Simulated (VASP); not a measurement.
Runs of VASP 6.6.1 on Re. The structure is that of space group P6_3/mmc (No. 194), or close to it. The cells are those of the table. 

| task | cell | cutoff (eV) | gap on the mesh (eV) | pressure (GPa) |
| --- | --- | --- | --- | --- |
| single point | a = 2.818, b = 2.818, c = 4.543 Å, angles 90.0, 90.0, 120.0°, 2 atoms | 520 | none | -28.2 |
| single point | a = 2.710, b = 2.710, c = 4.372 Å, angles 90.0, 90.0, 120.0°, 2 atoms | 520 | none | 15.2 |
| single point | a = 2.791, b = 2.791, c = 4.503 Å, angles 90.0, 90.0, 120.0°, 2 atoms | 520 | none | (a) |
| single point | a = 2.737, b = 2.737, c = 4.417 Å, angles 90.0, 90.0, 120.0°, 2 atoms | 520 | none | 1.5 |
| relaxation of shape and atoms at fixed volume | relaxed from a = 2.652, b = 2.652, c = 4.281 Å, angles 90.0, 90.0, 120.0°, 2 atoms | 600 | none | 50.4 |

Alike in all rows: level LDA; potentials or basis VASP PAW LDA potentials, release 64 (Re); no spin polarisation; k mesh 18 × 18 × 10; smearing gaussian 0.1 eV.

Question: Fill in the values left out.

Answer: (a) -19.9.

Caveats: spin-orbit coupling is left out, which moves the levels of the heavy elements; the cell stands under tension (at least some runs); the cell stands under pressure (at least some runs).

A k mesh can miss the band edges, and the runs leave out spin-orbit coupling on Re.

A gap of «none» marks levels without a gap at the run's occupations.
